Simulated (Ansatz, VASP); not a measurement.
# Ge: VASP beside Ansatz

File INCAR:

```
PREC = Accurate
ENCUT = 520
EDIFF = 1E-7
ISMEAR = 0
SIGMA = 0.15
LREAL = F
LASPH = T
NELM = 60
ALGO = Normal
ISIF = 2
LWAVE = F
LCHARG = F
GGA = PE
NBANDS = 13
```

File KPOINTS:

```
Automatic mesh
0
Gamma
  20 20 18
```

POSCAR

```
Ge
1.0
    1.4320777250     -2.6655289000      0.0000000000
    1.4320777250      2.6655289000      0.0000000000
    0.0000000000      0.0000000000      2.6307752250
Ge
1
Direct
    0.5000000000      0.5000000000      0.0000000000
```

Input for Ansatz:

```yaml
crystal:
  lattice:
    - [1.432077725, -2.6655289, 0.0]
    - [1.432077725, 2.6655289, 0.0]
    - [0.0, 0.0, 2.630775225]
  atoms:
    - { symbol: Ge, position: [0.5, 0.5, 0.0] }
basis:
  ecutwfc: 420
kpoints:
  mp_grid: { grid: [20, 20, 18] }
hamiltonian:
  xc: pbe
scf:
  occupations: { method: gaussian, width: 0.15 }
output:
  forces: true
  stress: true
  eigenvalues: true
  write_density: true
  write_potential: true
  elf: true
  volumetric_format: npy
```

Change from the starting cell: strain +0.025 along x and y, -0.025 along z, atoms carried along.

Alike in both runs: task single point; functional PBE; k mesh 20 × 20 × 18; occupations gaussian, width 0.15 eV; no spin polarisation.

|  | VASP | Ansatz |
| --- | --- | --- |
| version | VASP 6.6.1 | Ansatz 0.2.0 |
| potentials or method | VASP PAW PBE potentials, release 64 (Ge_d), cutoff 520 eV | scalar-relativistic, plane waves, PAW |
| valence electrons in the cell | 14 | 14 |

|  | VASP | Ansatz | Ansatz less VASP |
| --- | --- | --- | --- |
| gap on the k mesh at the Fermi level (eV) | none | none | - |
| pressure (GPa) | -1.8 | -1.8 | 0.00 |
| traceless stress, the component that is largest in VASP (GPa) | 5.34 | 5.34 | -0.009 |

A gap of «none» marks a metal or a gap that the smearing closes.
